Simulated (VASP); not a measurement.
Wanted: the native input for a VASP 6.6.1 run.

```yaml
Task: relaxation of cell and atoms
Functional: PBE
Potentials_or_basis: VASP PAW PBE potentials, release 64 (Ca_sv, Hf_pv, O)
Cutoff: 600 eV
k_mesh: 4 × 4 × 6
Occupations: gaussian, width 0.1 eV
Spin: no spin polarisation
Dipole_correction: no
Further_INCAR_settings: ALGO = Normal; EDIFF = 1e-07; IBRION = 2; EDIFFG = -0.04; NSW = 90; ISIF = 3
```

The structure of CaHfO lies in POSCAR:

```
CaHfO
1.0
    3.9957377300      0.0000000000      0.0000000000
    0.0000000000      3.9957377300      0.0000000000
    0.0000000000      0.0000000000      3.4048790700
Ca Hf O
1 1 1
Direct
    0.0000000000      0.0000000000      0.0000000000
    0.5000000000      0.5000000000      0.5000000000
    0.5000000000      0.5000000000      0.0000000000
```

The cell was generated, and may not be a known phase.

The input as run:

INCAR

```
  PREC = Accurate
  ENCUT = 600
  EDIFF = 1E-7
  ISMEAR = 0
  SIGMA = 0.1
  LREAL = False
  LASPH = True
  NELM = 60
  ALGO = Normal
  ISIF = 3
  LWAVE = False
  LCHARG = False
  GGA = PE
  IBRION = 2
  NSW = 90
  EDIFFG = -0.04
```

KPOINTS

```
regular mesh
0
Gamma
  4 4 6
```

Potentials or basis: VASP PAW PBE potentials, release 64 (Ca_sv, Hf_pv, O).

The run is started by

```sh
$ cat potpaw_PBE.64/Ca_sv/POTCAR potpaw_PBE.64/Hf_pv/POTCAR potpaw_PBE.64/O/POTCAR > POTCAR
$ mpirun -np 1 vasp_std > vasp.out
```

Results of the run:

| Property | Result |
| --- | --- |
| Relaxed volume | 18.12 Å³/atom |
| Relaxed cell | a = 3.587 Å, b = 3.587 Å, c = 4.226 Å, α = 90.00°, β = 90.00°, γ = 90.00° |
| Space group after relaxing (to 0.1 Å) | P4/mmm (No. 123) |
| Pressure after relaxing | -0.1 GPa |
| Band gap on the k mesh | zero (bands 13 and 14 overlap by 1.19 eV) |

Caveat: the k points lie up to 0.44 Å⁻¹ apart in the final cell, too coarse for converged energies and pressures of a metal; a cell axis changed by over 15 % at a fixed basis, so the end point is rough; spin-orbit coupling is left out, which moves the levels of the heavy elements.

Wall time 7.6 min on 1 thread of Oxide Virtual Turin-like Processor (shared host), peak memory 0.17 GiB.
